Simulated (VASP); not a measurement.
A run of VASP 6.6.1:

The input INCAR:

```
PREC = Accurate
ENCUT = 600
EDIFF = 1E-6
ISMEAR = 0
SIGMA = 0.1
LREAL = False
LASPH = True
NELM = 120
ALGO = Normal
ISIF = 2
LWAVE = False
LCHARG = False
GGA = PE
NBANDS = 30
GGA_COMPAT = False
```

File KPOINTS:

```
Automatic mesh
0
Gamma
  6 6 6
```

POSCAR

```
ScAl3N4
1.0
   -3.2215000000      0.0000000000      0.0000000000
    0.0000000000      5.5798016766      0.0000000000
    1.6107500000     -2.7899008383     -5.0615000000
Sc Al N
1 3 4
Direct
    0.0000000000      0.3333333300      0.0000000000
    0.5000000000      0.8333333300      0.0000000000
    0.7500000000      0.4166666700      0.5000000000
    0.2500000000      0.9166666700      0.5000000000
    0.8090000000      0.1423333300      0.6180000000
    0.3090000000      0.6423333300      0.6180000000
    0.5590000000      0.2256666700      0.1180000000
    0.0590000000      0.7256666700      0.1180000000
```

Potentials or basis: VASP PAW PBE potentials, release 64 (Sc_sv, Al, N).

Run with:

```bash
$ cat potpaw_PBE.64/Sc_sv/POTCAR potpaw_PBE.64/Al/POTCAR potpaw_PBE.64/N/POTCAR > POTCAR
$ mpirun -np 1 vasp_std > vasp.out
```

Hardware: 1 thread of Oxide Virtual Turin-like Processor, with other jobs on the host.

Q: Estimate the wall time of this run.

A: Run time: 5.7 min on 1 thread of Oxide Virtual Turin-like Processor (shared host), peak memory 0.34 GiB. Counts: scf iterations 14, k points 68.
